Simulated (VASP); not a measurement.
# GaP (F-43m) in VASP: notebook, part 2 of 2

VASP 6.6.1.

**5. Single point, PBE (19.84 Å³/atom)**

This run uses another cell than the first one, of 19.84 Å³/atom.

INCAR

```
  PREC = Accurate
  ENCUT = 520
  EDIFF = 1E-7
  ISMEAR = -1
  SIGMA = 0.05
  LREAL = F
  LASPH = T
  NELM = 60
  ALGO = Normal
  ISIF = 2
  LWAVE = F
  LCHARG = F
  GGA = PE
  NBANDS = 16
```

KPOINTS

```
Automatic mesh
0
Gamma
  10 10 10
```

POSCAR

```
GaP
1.0
    0.0000000000      2.7069591804      2.7069591804
    2.7069591804      0.0000000000      2.7069591804
    2.7069591804      2.7069591804      0.0000000000
Ga P
1 1
Direct
    0.0000000000      0.0000000000      0.0000000000
    0.7500000000      0.7500000000      0.7500000000
```

Potentials or basis: VASP PAW PBE potentials, release 64 (Ga_d, P).

Started as:

```bash
$ cat potpaw_PBE.64/Ga_d/POTCAR potpaw_PBE.64/P/POTCAR > POTCAR
$ mpirun -np 1 vasp_std > vasp.out
```

OUTCAR:

```text
PREC = Accurate
   ENCUT = 520
   EDIFF = 1E-7
   ISMEAR = -1
   LREAL = F
   LASPH = T
   NELM = 60
   ISIF = 2
   GGA = PE

 ion  position               nearest neighbor table
   1  0.000  0.000  0.000-   2 2.34   2 2.34   2 2.34   2 2.34
   2  0.750  0.750  0.750-   1 2.34   1 2.34   1 2.34   1 2.34

  LATTYP: Found a face centered cubic cell.
 ALAT       =     5.4139183608

  Lattice vectors:

 A1 = (   0.0000000000,   2.7069591804,   2.7069591804)
 A2 = (   2.7069591804,   0.0000000000,   2.7069591804)
 A3 = (   2.7069591804,   2.7069591804,   0.0000000000)

Analysis of symmetry for initial positions (statically):
=====================================================================
 Subroutine PRICEL returns:
 Original cell was already a primitive cell.

 Routine SETGRP: Setting up the symmetry group for a
 face centered cubic supercell.

 Subroutine GETGRP returns: Found 24 space group operations
 (whereof 24 operations were pure point group operations)
 out of a pool of 48 trial point group operations.

The static configuration has the point symmetry T_d .

Analysis of symmetry for dynamics (positions and initial velocities):
=====================================================================
 Subroutine PRICEL returns:
 Original cell was already a primitive cell.

 Routine SETGRP: Setting up the symmetry group for a
 face centered cubic supercell.

 Subroutine GETGRP returns: Found 24 space group operations
 (whereof 24 operations were pure point group operations)
 out of a pool of 48 trial point group operations.

The dynamic configuration has the point symmetry T_d .

 Subroutine INISYM returns: Found 24 space group operations
 (whereof 24 operations are pure point group operations),
 and found     1 'primitive' translations

[... 110 lines left out ...]
   EFERMI_NEDOS =   21; number of points for ismear=-14 and -15
   IALGO  =     38    algorithm
   IMIX   =      4    mixing-type and parameters
     AMIX     =   0.40;   BMIX     =  1.00
     AMIX_MAG =   1.60;   BMIX_MAG =  1.00
  volume/ion in A,a.u.               =      19.84       133.86
  Fermi-wavevector in a.u.,A,eV,Ry     =   1.257981  2.377239 21.531428  1.582515
  Thomas-Fermi vector in A             =   2.391613
   LORBIT       =      0    0 simple, 1 ext, 2 COOP (PROOUT), +10 PAW based schemes
   GGA     = PE    functional components
   LHFCALC =     F    Hartree Fock is set to
   AEXX    =    0.0000 exact exchange contribution
   IVDW    =     0    specifies the selected vdW correction
   LEPSILON=     F    determine dielectric tensor
   LRPA    =     F    only Hartree local field effects (RPA)
 non-spin polarized calculation
  energy-cutoff  :      520.00
  volume of cell :       39.67
 maximum number of plane-waves:      1090
   NGX = 15   NGY = 15   NGZ = 15

 number of electron      18.0000008 magnetization

 Free energy of the ion-electron system (eV)
  ---------------------------------------------------
  ext. energy  EPLUGINS =         0.00000000
  ---------------------------------------------------
  free energy    TOTEN  =        -9.10098707 eV

  energy without entropy =       -9.10098707  energy(sigma->0) =       -9.10098707

 E-fermi :   5.6288     XC(G=0):  -9.9257

 val. band max:        4.8599181290   @ k =   0.0000   0.0000   0.0000
 cond. band min:       6.4303322714   @ k =   0.4000   0.4000   0.0000
 fundamental gap:      1.5704141424
 Fermi energy:         5.6287813586

 k-point     1 :       0.0000    0.0000    0.0000
  band No.  band energies     occupation
      1      -9.7256      2.00000
      2      -9.7256      2.00000
      3      -9.7256      2.00000
      4      -9.6195      2.00000
      5      -9.6195      2.00000
      6      -7.7855      2.00000
[... 433 lines left out ...]
      3      -9.6723      2.00000
      4      -9.6463      2.00000
      5      -9.6020      2.00000
      6      -5.7524      2.00000
[... 8 lines left out ...]
     15      16.6939      0.00000
     16      18.7895      0.00000

 [... further k-points ...]

------------------------ aborting loop because EDIFF is reached ----------------------------------------

  FORCE on cell =-STRESS in cart. coord.  units (eV):
  Direction    XX          YY          ZZ          XY          YZ          ZX
  --------------------------------------------------------------------------------------
  -------------------------------------------------------------------------------------
  Total        1.0710689      1.0710689      1.0710689      0.0000000      0.0000000      0.0000000
  in kB       43.2566508     43.2566508     43.2566508      0.0000000      0.0000000      0.0000000
  external PRESSURE =      43.2566508 kB  Pullay stress =       0.0000000 kB

 VOLUME and BASIS-vectors are now :
 -----------------------------------------------------------------------------
  energy-cutoff  :      520.00
  volume of cell :       39.67
      direct lattice vectors                 reciprocal lattice vectors
     0.000000000  2.706959180  2.706959180    -0.184709102  0.184709102  0.184709102
     2.706959180  0.000000000  2.706959180     0.184709102 -0.184709102  0.184709102
     2.706959180  2.706959180  0.000000000     0.184709102  0.184709102 -0.184709102

 POSITION                                       TOTAL-FORCE (eV/Angst)
 -----------------------------------------------------------------------------------
      0.00000      0.00000      0.00000        -0.000000     -0.000000      0.000000
      4.06044      4.06044      4.06044         0.000000      0.000000     -0.000000
 -----------------------------------------------------------------------------------
    total drift:                               -0.000002     -0.000002     -0.000002

  FREE ENERGIE OF THE ION-ELECTRON SYSTEM (eV)
  ---------------------------------------------------
  free  energy   TOTEN  =        -9.1009870712 eV

  energy  without entropy=       -9.1009870682  energy(sigma->0) =       -9.10098707
```

OSZICAR:

```text
N       E                     dE             d eps       ncg     rms          rms(c)
DAV:   1     0.818637319674E+02    0.81864E+02   -0.90301E+03  1544   0.165E+03
DAV:   2    -0.319297538040E+01   -0.85057E+02   -0.80953E+02  1696   0.312E+02
DAV:   3    -0.927631487357E+01   -0.60833E+01   -0.60619E+01  1888   0.647E+01
DAV:   4    -0.937388575754E+01   -0.97571E-01   -0.97544E-01  1872   0.900E+00
DAV:   5    -0.937574000040E+01   -0.18542E-02   -0.18541E-02  1936   0.109E+00    0.435E+00
DAV:   6    -0.912892497099E+01    0.24682E+00   -0.37785E-01  2312   0.107E+01    0.289E+00
DAV:   7    -0.910020132344E+01    0.28724E-01   -0.99494E-02  1984   0.215E+00    0.114E+00
DAV:   8    -0.910046176917E+01   -0.26045E-03   -0.13593E-02  1760   0.142E+00    0.213E-01
DAV:   9    -0.910085339223E+01   -0.39162E-03   -0.13290E-03  1936   0.496E-01    0.784E-02
DAV:  10    -0.910091921776E+01   -0.65826E-04   -0.11103E-04  2336   0.121E-01    0.370E-02
DAV:  11    -0.910098707144E+01   -0.67854E-04   -0.91498E-05  1728   0.786E-02    0.508E-03
DAV:  12    -0.910098676134E+01    0.31010E-06   -0.25625E-06  1920   0.207E-02    0.338E-03
DAV:  13    -0.910098704904E+01   -0.28770E-06   -0.81644E-07  1888   0.753E-03    0.200E-03
DAV:  14    -0.910098707121E+01   -0.22173E-07   -0.23098E-08  1488   0.118E-03
   1 F= -.91009871E+01 E0= -.91009871E+01  d E =-.296745E-08
```

Run time: 28 s. Hardware: 1 thread of Intel Xeon 6975P-C (Granite Rapids), shared host; peak memory 0.16 GiB.

Results:

| Item | Value |
| --- | --- |
| Free energy | -9.1010 eV |
| Pressure | 4.3 GPa |
| Band gap on the k mesh | 1.57 eV (least direct gap 2.00 eV) |

Levels at points of the mesh, in eV from the valence-band top:
| k point | band 5 | band 6 | band 7 | band 8 | band 9 | band 10 | band 11 | band 12 | band 13 | band 14 |
| --- | --- | --- | --- | --- | --- | --- | --- | --- | --- | --- |
| (0.00, 0.00, 0.00) | -14.48 | -12.65 | 0.00 | 0.00 | 0.00 | 2.00 | 3.88 | 3.88 | 3.88 | 8.89 |
| (0.50, 0.00, 0.00) | -14.47 | -10.51 | -6.75 | -1.15 | -1.15 | 1.73 | 4.72 | 4.72 | 8.32 | 11.04 |
| (0.50, 0.50, 0.00) | -14.46 | -9.59 | -6.85 | -2.75 | -2.75 | 1.61 | 1.80 | 10.75 | 10.75 | 11.38 |

Caveat: the cell stands under pressure. A k mesh can miss the band edges.

**6. Single point, PBE**

INCAR

```
SYSTEM = GaP
ALGO = Normal
EDIFF = 1E-6
ENCUT = 520
GGA = PE
ISIF = 2
ISMEAR = -1
LASPH = .True.
LCHARG = .True.
LELF = .True.
LREAL = .False.
LVHAR = .True.
LWAVE = .False.
NBANDS = 16
NELM = 100
PREC = Accurate
SIGMA = 0.05
```

KPOINTS

```
k-points
0
Gamma
  10 10 10
  0 0 0
```

POSCAR

```
GaP
1.0
    0.0000000000      2.7252500000      2.7252500000
    2.7252500000      0.0000000000      2.7252500000
    2.7252500000      2.7252500000      0.0000000000
Ga P
1 1
Direct
    0.0000000000      0.0000000000      0.0000000000
    0.7500000000      0.7500000000      0.7500000000
```

Potentials or basis: VASP PAW PBE potentials, release 64 (Ga_d, P).

Started as:

```bash
$ cat potpaw_PBE.64/Ga_d/POTCAR potpaw_PBE.64/P/POTCAR > POTCAR
$ mpirun -np 1 vasp_std > vasp.out
```

It took 32 s on 1 thread of Intel Xeon 6975P-C (Granite Rapids), shared host; peak memory 0.18 GiB.

It converged, with:

| Quantity | Value |
| --- | --- |
| Free energy | -9.1181 eV |
| Pressure | 2.4 GPa |
| Band gap on the k mesh | 1.60 eV (least direct gap 1.83 eV) |

Levels at points of the mesh, in eV from the valence-band top:
| k point | band 5 | band 6 | band 7 | band 8 | band 9 | band 10 | band 11 | band 12 | band 13 | band 14 |
| --- | --- | --- | --- | --- | --- | --- | --- | --- | --- | --- |
| (0.00, 0.00, 0.00) | -14.45 | -12.49 | 0.00 | 0.00 | 0.00 | 1.83 | 3.89 | 3.89 | 3.89 | 8.81 |
| (0.50, 0.00, 0.00) | -14.44 | -10.43 | -6.63 | -1.12 | -1.12 | 1.67 | 4.72 | 4.72 | 8.29 | 10.89 |
| (0.50, 0.50, 0.00) | -14.43 | -9.53 | -6.75 | -2.68 | -2.68 | 1.66 | 1.82 | 10.60 | 10.60 | 11.20 |

**7. Overview**

| level | spin | cell | k mesh | gap on the mesh (eV) | pressure (GPa) |
| --- | --- | --- | --- | --- | --- |
| PBE | non-collinear, zero start, SOC | a = 3.854 Å, angles 60.0°, 2 atoms | 10 × 10 × 10 | - | 2.4 |
| PBEsol | off | a = 3.854 Å, angles 60.0°, 2 atoms | 10 × 10 × 10, shifted | 1.61 | -0.6 |
| PBE | off | a = 3.776 Å, angles 60.0°, 2 atoms | 10 × 10 × 10 | 1.49 | 8.5 |
| PBE | off | a = 3.828 Å, angles 60.0°, 2 atoms | 10 × 10 × 10 | 1.57 | 4.3 |
| PBE | off | a = 3.854 Å, angles 60.0°, 2 atoms | 10 × 10 × 10 | 1.60 | 2.4 |

Alike in all rows: task single point; potentials or basis VASP PAW PBE potentials, release 64 (Ga_d, P); cutoff (eV) 520; smearing fermi-dirac 0.05 eV.

The pressure there spans -0.6 GPa (PBEsol) to 2.4 GPa (PBE); a positive pressure means that this level wants a larger cell, a negative one a smaller.

Caveats: the cell stands under pressure (at least some runs); the PAW data sets were made with another functional, which shifts forces and pressure a little (at least some runs); a shifted mesh leaves out Γ, where band edges can lie (at least some runs).

Absolute energies hang on the potentials; compare differences alone.

**8. Comparison with measurements**

Step 3. Measured gap of GaP: 2.34 eV (indirect; 10 K; quoted in “Stacking defects in GaP nanowires: Electronic structure and optical properties”, 2018, arxiv:1810.01194). This calculation gives 1.61 eV (-0.73 eV). Spin-orbit coupling on Ga is left out. The value is that of PBEsol on a finite k mesh, which can miss the band edges, without temperature or zero-point motion. Semilocal functionals fall short of measured gaps as a rule.
